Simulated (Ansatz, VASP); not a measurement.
One calculation of Mg, two programs

INCAR

```
ALGO = Normal
EDIFF = 1E-7
EDIFFG = -0.04
ENCUT = 600
GGA = PE
IBRION = 2
ISIF = 3
ISMEAR = 0
LASPH = True
LCHARG = False
LREAL = False
LWAVE = False
NELM = 100
NSW = 90
PREC = Accurate
SIGMA = 0.1
```

Contents of KPOINTS:

```
k-points
0
Gamma
  4 4 4
```

The input POSCAR:

```
Mg
1.0
    5.6445557929      0.0000000000      0.0000000000
   -2.5514215011      5.0749048497      0.0000000000
    1.8035060553      2.7061977683      5.6479883784
Mg
6
Direct
    0.9555250293      0.0075411466      0.3780523808
    0.4834373589      0.4920829543      0.9269070806
    0.1422564554      0.4948289835      0.8029466030
    0.5031008302      0.4298209835      0.5219690316
    0.9326592685      0.9486163699      0.9943995201
    0.3453845228      0.7480990117      0.2447257017
```

Input for Ansatz:

```yaml
crystal:
  lattice:
    - [5.6445557929, 0.0, 0.0]
    - [-2.5514215011, 5.0749048497, 0.0]
    - [1.8035060553, 2.7061977683, 5.6479883784]
  atoms:
    - { symbol: Mg, position: [0.9555250293, 0.0075411466, 0.3780523808] }
    - { symbol: Mg, position: [0.4834373589, 0.4920829543, 0.9269070806] }
    - { symbol: Mg, position: [0.1422564554, 0.4948289835, 0.802946603] }
    - { symbol: Mg, position: [0.5031008302, 0.4298209835, 0.5219690316] }
    - { symbol: Mg, position: [0.9326592685, 0.9486163699, 0.9943995201] }
    - { symbol: Mg, position: [0.3453845228, 0.7480990117, 0.2447257017] }
basis:
  ecutwfc: 420
kpoints:
  mp_grid: { grid: [4, 4, 4] }
hamiltonian:
  xc: pbe
scf:
  occupations: { method: gaussian, width: 0.1 }
  lower_state_search: "off"
output:
  forces: true
  stress: true
  eigenvalues: true
relax:
  adjacent_minimum: "off"
  f_tol: 0.04
  max_steps: 70
  cell: { stress_tol: 0.4 }
```

Alike in both runs: task relaxation of cell and atoms; functional PBE; k mesh 4 × 4 × 4; occupations gaussian, width 0.1 eV; no spin polarisation.

```csv
,VASP,Ansatz
version,VASP 6.6.1,Ansatz 0.2.0
potentials or method,"VASP PAW PBE potentials, release 64 (Mg), cutoff 600 eV","scalar-relativistic, plane waves, PAW"
valence electrons in the cell,12,60
```

|  | VASP | Ansatz | Ansatz less VASP |
| --- | --- | --- | --- |
| gap on the k mesh at the Fermi level, each at its own relaxed structure (eV) | none | none | - |
| relaxed volume (Å³/atom) | 22.96 | 23.00 | +0.047 |
| relaxed length of the cell vector where the two differ most in proportion (Å) | 4.381 | 5.530 | +1.1491 |

A gap of «none» marks a metal or a gap that the smearing closes. VASP's potentials hold 12 valence electrons a cell and Ansatz's 60, so a difference there can come from the potentials and not from the codes.
